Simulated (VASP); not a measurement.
A run of VASP 6.6.1:

The input INCAR:

```
PREC = Accurate
ENCUT = 500
EDIFF = 1E-6
ISMEAR = -1
SIGMA = 0.05
LREAL = False
LASPH = True
NELM = 120
ALGO = Normal
ISIF = 2
LWAVE = False
LCHARG = False
GGA = PE
NBANDS = 20
GGA_COMPAT = False
```

KPOINTS

```
regular mesh
0
Gamma
  6 6 4
```

Contents of POSCAR:

```
SnS2
1.0
    3.6390000000      0.0000000000      0.0000000000
   -1.8195000000      3.1514700000      0.0000000000
    0.0000000000      0.0000000000      5.8484400000
Sn S
1 2
Direct
    0.0000000000      0.0000000000      0.0000000000
    0.3333333333      0.6666666667      0.2500000000
    0.6666666667      0.3333333333      0.7500000000
```

Potentials or basis: VASP PAW PBE potentials, release 64 (Sn_d, S).

Command:

```console
$ cat potpaw_PBE.64/Sn_d/POTCAR potpaw_PBE.64/S/POTCAR > POTCAR
$ mpirun -np 1 vasp_std > vasp.out
```

Hardware: 1 thread of AMD EPYC 9R45 (Zen 5), with other jobs on the host.

Task: Estimate the wall time of this run.

Result: It took 29 s on 1 thread of AMD EPYC 9R45 (Zen 5) (shared host), peak memory 0.15 GiB. Counts: scf iterations 12, k points 24.
